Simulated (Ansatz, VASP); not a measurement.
MoS2: VASP beside Ansatz

INCAR

```
SYSTEM = MoS2
ALGO     = Normal         ! electronic algorithm
EDIFF    = 1E-7           ! SCF threshold, eV
EDIFFG   = -0.01          ! ionic threshold
ENCUT    = 600            ! plane-wave cutoff, eV
GGA      = PS             ! functional
IBRION   = 2              ! ionic algorithm
ISIF     = 3              ! what is computed and relaxed
ISMEAR   = -1             ! smearing method
IVDW     = 12             ! dispersion correction
LASPH    = .True.         ! aspherical terms in the spheres
LCHARG   = .False.        ! write CHGCAR
LREAL    = .False.        ! projectors in reciprocal space
LWAVE    = .False.        ! write WAVECAR
NELM     = 60             ! most SCF steps
NSW      = 60             ! ionic steps
PREC     = Accurate       ! precision mode
SIGMA    = 0.05           ! smearing width, eV
```

KPOINTS

```
k-points
0
Gamma
  9 9 4
  0 0 0
```

Contents of POSCAR:

```
MoS2
1.0
    3.2274645616      0.0000000000      0.0000000000
   -1.6137322808      2.7950663001      0.0000000000
    0.0000000000      0.0000000000      6.3124734200
Mo S
1 2
Direct
    0.0000000000      0.0000000000      0.5000000000
    0.6666666667      0.3333333333      0.7446806800
    0.3333333333      0.6666666667      0.2553193200
```

Contents of input.yaml:

```yaml
crystal:
  lattice:
    - [3.2274645616, 0.0, 0.0]
    - [-1.6137322808, 2.7950663001, 0.0]
    - [0.0, 0.0, 6.31247342]
  atoms:
    - { symbol: Mo, position: [0.0, 0.0, 0.5] }
    - { symbol: S, position: [0.6666666667, 0.3333333333, 0.74468068] }
    - { symbol: S, position: [0.3333333333, 0.6666666667, 0.25531932] }
hamiltonian:
  xc: pbesol
  pseudopotentials: { kind: paw }
  dispersion: d3bj
kpoints:
  mp_grid: { grid: [9, 9, 4] }
scf:
  occupations: { method: fermi_dirac, width: 0.05 }
output:
  forces: true
  stress: true
  write_density: true
  write_potential: true
  elf: true
  volumetric_format: npy
relax:
  f_tol: 0.01
  max_steps: 40
  cell: { stress_tol: 0.05 }
```

Alike in both runs: task relaxation of cell and atoms; functional PBEsol; dispersion D3(BJ); k mesh 9 × 9 × 4; occupations fermi-dirac, width 0.05 eV; no spin polarisation.

|  | VASP | Ansatz |
| --- | --- | --- |
| version | VASP 6.6.1 | Ansatz 0.2.0 |
| potentials or method | VASP PAW PBE potentials, release 64 (Mo_sv, S) | Ansatz PAW |
| plane-wave cutoff (eV) | 600 | 420 |
| valence electrons in the cell | 26 | 26 |

Ansatz gave:

| Quantity | Value |
| --- | --- |
| gap on the k mesh at the Fermi level, each at its own relaxed structure (eV) | none |
| relaxed volume (Å³/atom) | 15.79 |
| relaxed cell length with the largest relative difference (Å) | 5.559 |

Problem. Estimate VASP's values.

Solution. gap on the k mesh at the Fermi level, each at its own relaxed structure (eV): none; relaxed volume (Å³/atom): 15.84; relaxed cell length with the largest relative difference (Å): 5.581.

VASP's potentials were made for PBE, not for PBEsol. A gap of «none» marks a metal or a gap that the smearing closes.

Noted on VASP's run: the volume moved by over 15 % at a fixed basis, so the end points are rough. Noted on Ansatz's run: the volume moved by over 15 % at a fixed basis, so the end points are rough; the plane-wave basis is chosen anew once the cell has moved, so the energies of steps on either side of that aren't comparable.
